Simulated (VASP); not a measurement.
Write the native input for VASP 6.6.1 that does the following.

```yaml
Task: single point
Functional: PBEsol
Dispersion: D3(BJ)
Potentials_or_basis: VASP PAW PBE potentials, release 64 (Si)
Cutoff: 500 eV
k_mesh: 6 × 6 × 6
Occupations: gaussian, width 0.01 eV
Spin: no spin polarisation
Dipole_correction: no
Further_INCAR_settings: ALGO = Normal; EDIFF = 1e-06; NBANDS = 11
```

The structure of Si lies in POSCAR:

```
Si
1.0
    0.0000000000      2.6439506197      2.6439506197
    2.6439506197      0.0000000000      2.6439506197
    2.6439506197      2.6439506197      0.0000000000
Si
2
Direct
    0.7500000000      0.7500000000      0.7500000000
    0.5000000000      0.5000000000      0.5000000000
```

The input as run:

INCAR

```
SYSTEM = Si
PREC = Accurate
ENCUT = 500
EDIFF = 1E-6
ISMEAR = 0
SIGMA = 0.01
LREAL = .FALSE.
LASPH = .TRUE.
NELM = 120
ALGO = Normal
ISIF = 2
LWAVE = .FALSE.
LCHARG = .FALSE.
GGA = PS
IVDW = 12
NBANDS = 11
GGA_COMPAT = .FALSE.
```

KPOINTS

```
regular mesh
0
G
  6 6 6
  0 0 0
```

Potentials or basis: VASP PAW PBE potentials, release 64 (Si).

Command:

```bash
$ cat potpaw_PBE.64/Si/POTCAR > POTCAR
$ mpirun -np 1 vasp_std > vasp.out
```

It gave:

```
Pressure                   : 6.9 GPa
Band gap on the k mesh     : 0.41 eV, indirect (least direct gap 2.54 eV)
Dispersion energy per atom : -0.292 eV
```

Caveat: the PAW data sets were made with another functional, which shifts forces and pressure a little.

Wall time 3.8 s on 1 thread of Intel(R) Xeon(R) Platinum 8488C (Sapphire Rapids), on a shared host, peak memory 0.15 GiB.
